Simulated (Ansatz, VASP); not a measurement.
# Two plane-wave programs on WS2

```
CELL_PARAMETERS angstrom
3.17408 0.00000 0.00000
-1.58704 2.74884 0.00000
0.00000 0.00000 12.40461
ATOMIC_POSITIONS crystal
W 0.33333 0.66667 0.25000
W 0.66667 0.33333 0.75000
S 0.33333 0.66667 0.62343
S 0.66667 0.33333 0.12343
S 0.33333 0.66667 0.87657
S 0.66667 0.33333 0.37657
```

Change from the starting cell: volume scaled by 1.02, ions relaxed.

Alike in both runs: functional PBE; k mesh 16 × 16 × 4; occupations fermi-dirac, width 0.02 eV; collinear spin.

Ansatz relaxed the structure, and its values are those at the end. VASP's run is a single point on that final structure, the one shown.

|  | VASP | Ansatz |
| --- | --- | --- |
| version | VASP 6.6.1 | Ansatz 0.2.0 |
| potentials or method | VASP PAW PBE potentials, release 64 (W_sv, S) | plane-wave PAW, scalar-relativistic |
| plane-wave cutoff (eV) | 520 | 420 |
| valence electrons in the cell | 52 | 52 |

```csv
,VASP,Ansatz,Ansatz less VASP
gap on the k mesh at the Fermi level (eV),1.04,1.02,-0.016
pressure (GPa),2.2,2.2,+0.04
net moment per atom (μB),0.00,0.00,0.000
```

Ansatz's warnings: seeded moment not kept, stress scf threshold loose.

Spin-orbit coupling is off throughout.
